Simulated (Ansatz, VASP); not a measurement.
Two plane-wave programs on CdTe

```
Cd Te
1.0
     0.00000    3.27996    3.27996
     3.27996    0.00000    3.27996
     3.27996    3.27996    0.00000
Cd Te
1 1
Direct
  0.00000 0.00000 0.00000
  0.25000 0.25000 0.25000
```

Alike in both runs: task single point; functional PBE; k mesh 6 × 6 × 6; occupations fermi-dirac, width 0.02 eV; no spin polarisation.

```csv
,VASP,Ansatz
version,VASP 6.6.1,Ansatz 0.2.0
potentials or method,"VASP PAW PBE potentials, release 64 (Cd, Te)","plane waves, PAW"
plane-wave cutoff (eV),520,420
valence electrons in the cell,18,36
```

|  | VASP | Ansatz | Ansatz less VASP |
| --- | --- | --- | --- |
| pressure (GPa) | 1.1 | 1.0 | -0.12 |

VASP's potentials hold 18 valence electrons a cell and Ansatz's 36, so a difference there can come from the potentials and not from the codes.

Spin-orbit coupling is off throughout.
